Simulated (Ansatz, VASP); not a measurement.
# Pd: VASP beside Ansatz

The input INCAR:

```
SYSTEM = Pd
PREC = Accurate ; ENCUT = 500
EDIFF = 1E-6 ; ISMEAR = -1
SIGMA = 0.1 ; LREAL = .FALSE.
LASPH = .TRUE. ; NELM = 200
ALGO = Normal ; ISIF = 2
LWAVE = .FALSE. ; LCHARG = .TRUE.
ISPIN = 2 ; MAGMOM = 0
LORBIT = 11 ; LMAXMIX = 4
GGA = PE ; LELF = .TRUE.
LVHAR = .TRUE. ; NBANDS = 15
GGA_COMPAT = .FALSE.
```

KPOINTS

```
Automatic mesh
0
G
  8 8 8
  0 0 0
```

Contents of POSCAR:

```
Pd
1.0
   -1.5210370000      1.5210370000      1.5210370000
    1.5210370000     -1.5210370000      1.5210370000
    1.5210370000      1.5210370000     -1.5210370000
Pd
1
Direct
    0.0000000000      0.0000000000      0.0000000000
```

Input for Ansatz:

```yaml
crystal:
  lattice:
    - [-1.521037, 1.521037, 1.521037]
    - [1.521037, -1.521037, 1.521037]
    - [1.521037, 1.521037, -1.521037]
  atoms:
    - { symbol: Pd, position: [0, 0, 0] }
kpoints:
  mp_grid: { grid: [8, 8, 8], shift: [0, 0, 0] }
hamiltonian:
  xc: pbe
  pseudopotentials: { kind: nc }
scf:
  occupations: { method: fermi_dirac }
magnetization:
  spin_polarized: true
```

Alike in both runs: task single point; functional PBE; k mesh 8 × 8 × 8; collinear spin.

|  | VASP | Ansatz |
| --- | --- | --- |
| version | VASP 6.6.1 | Ansatz 0.2 development build |
| potentials or method | VASP PAW PBE potentials, release 64 (Pd) | scalar-relativistic |
| plane-wave cutoff (eV) | 500 | 1116 |
| occupations | fermi-dirac, width 0.1 eV | fermi-dirac |

|  | VASP | Ansatz | Ansatz less VASP |
| --- | --- | --- | --- |
| net moment per atom (μB) | 0.00 | 0.00 | 0.000 |

The k mesh is coarse, so the values compare programs but aren't converged.
